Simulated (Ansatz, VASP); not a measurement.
**In: VASP beside Ansatz**

```
In
1.0
     1.66405    0.96074    8.18001
    -1.66405    0.96074    8.18001
     0.00000   -1.92148    8.18001
In
3
Cartesian
  0.0000 0.0000 0.0000
  0.0000 0.0000 19.0925
  0.0000 0.0000 5.4476
```

Change from the starting cell: volume scaled by 0.99.

Alike in both runs: task single point; functional PBE; k mesh 14 × 14 × 14; occupations fermi-dirac, width 0.05 eV; no spin polarisation.

```csv
,VASP,Ansatz
version,VASP 6.6.1,Ansatz 0.2.0
potentials or method,"VASP PAW PBE potentials, release 64 (In_d), cutoff 520 eV","all-electron LAPW, scalar-relativistic"
```

|  | VASP | Ansatz | Ansatz less VASP |
| --- | --- | --- | --- |
| pressure (GPa) | 2.1 | 2.2 | +0.04 |
| traceless stress, the component that is largest in VASP (GPa) | 0.17 | 0.17 | -0.002 |
| rms of the force components (eV/Å) | 0.010 | 0.010 | -0.0003 |

Atom by atom the forces differ by 0.000 eV/Å (rms over components). Ansatz ran all-electron here, and VASP with PAW potentials.
